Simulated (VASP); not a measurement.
Input of a VASP 6.6.1 run:

The input POSCAR:

```
Rh
1.0
    1.4441596230      1.4441596230      1.4441596230
   -1.4441596230      1.4441596230      1.4441596230
   -1.4441596230     -1.4441596230      1.4441596230
Rh
1
Direct
    0.0000000000      0.0000000000      0.0000000000
```

INCAR.step1

```
SYSTEM = Rh
PREC = Accurate
ENCUT = 520
ISMEAR = 0
SIGMA = 0.1
LREAL = .FALSE.
LASPH = .TRUE.
NELM = 100
NBANDS = 14
GGA = PE
ALGO = Normal
EDIFF = 1E-4
LWAVE = .TRUE.
LCHARG = .FALSE.
```

Contents of INCAR.step2:

```
SYSTEM = Rh
PREC = Accurate
ENCUT = 520
EDIFF = 1E-7
ISMEAR = 0
SIGMA = 0.1
LREAL = .FALSE.
LASPH = .TRUE.
NELM = 100
ALGO = Normal
ISIF = 2
LWAVE = .FALSE.
LCHARG = .TRUE.
METAGGA = R2SCAN
LMIXTAU = .TRUE.
LELF = .TRUE.
LVHAR = .TRUE.
NBANDS = 14
ISTART = 1
```

Contents of KPOINTS:

```
regular mesh
0
G
  10 10 10
  0 0 0
```

Potentials or basis: VASP PAW PBE potentials, release 64 (Rh_pv).

The run is started by

```console
$ cat potpaw_PBE.64/Rh_pv/POTCAR > POTCAR
$ cp INCAR.step1 INCAR
$ mpirun -np 1 vasp_std > vasp.out
$ cp INCAR.step2 INCAR
$ mpirun -np 1 vasp_std > vasp.out
```

(1) Predict the pressure.

Answers

(1) 62.5 GPa.

Caveat: the PAW data sets were made with another functional, which shifts forces and pressure a little.
